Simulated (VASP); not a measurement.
Write the native input for VASP 6.6.1 that does the following.

| Item | Value |
| --- | --- |
| Task | single point |
| Functional | PBE |
| Potentials or basis | VASP PAW PBE potentials, release 64 (Mg, Cd, S) |
| Cutoff | 520 eV |
| k mesh | 6 × 6 × 1 |
| Occupations | gaussian, width 0.1 eV |
| Spin | no spin polarisation |
| Dipole correction | no |
| Further INCAR settings | ALGO = Normal; EDIFF = 1e-06; NBANDS = 56 |

The structure of MgCd2S3 lies in POSCAR:

```
MgCd2S3
1.0
    4.1392128768      0.0000000000      0.0000000000
   -2.0696064384      3.5846635030      0.0000000000
    0.0000000000      0.0000000000     20.2413891606
Mg Cd S
2 4 6
Direct
    0.6666666667      0.3333333333      0.1656301698
    0.6666666667      0.3333333333      0.6656301698
    0.0000000000      0.0000000000      0.0026342101
    0.0000000000      0.0000000000      0.5026342101
    0.3333333333      0.6666666667      0.3316666278
    0.3333333333      0.6666666667      0.8316666278
    0.3333333333      0.6666666667      0.4582043188
    0.3333333333      0.6666666667      0.9582043188
    0.6666666667      0.3333333333      0.2873893956
    0.6666666667      0.3333333333      0.7873893956
    0.0000000000      0.0000000000      0.1294752780
    0.0000000000      0.0000000000      0.6294752780
```

These files were run (other wordings do the same):

INCAR

```
SYSTEM = MgCd2S3
PREC = Accurate
ENCUT = 520
EDIFF = 1E-6
ISMEAR = 0
SIGMA = 0.1
LREAL = .FALSE.
LASPH = .TRUE.
NELM = 60
ALGO = Normal
ISIF = 2
LWAVE = .FALSE.
LCHARG = .FALSE.
GGA = PE
NBANDS = 56
```

KPOINTS

```
regular mesh
0
G
  6 6 1
  0 0 0
```

Potentials or basis: VASP PAW PBE potentials, release 64 (Mg, Cd, S).

Command:

```console
$ cat potpaw_PBE.64/Mg/POTCAR potpaw_PBE.64/Cd/POTCAR potpaw_PBE.64/S/POTCAR > POTCAR
$ mpirun -np 1 vasp_std > vasp.out
```

Results of the run:

| Quantity | Value |
| --- | --- |
| Pressure | 0.2 GPa |
| Largest force | 0.040 eV/Å |
| Band gap on the k mesh | 1.53 eV |

Wall time 3.6 min on 1 thread of Intel Xeon 8259CL, on a shared host, peak memory 0.43 GiB.
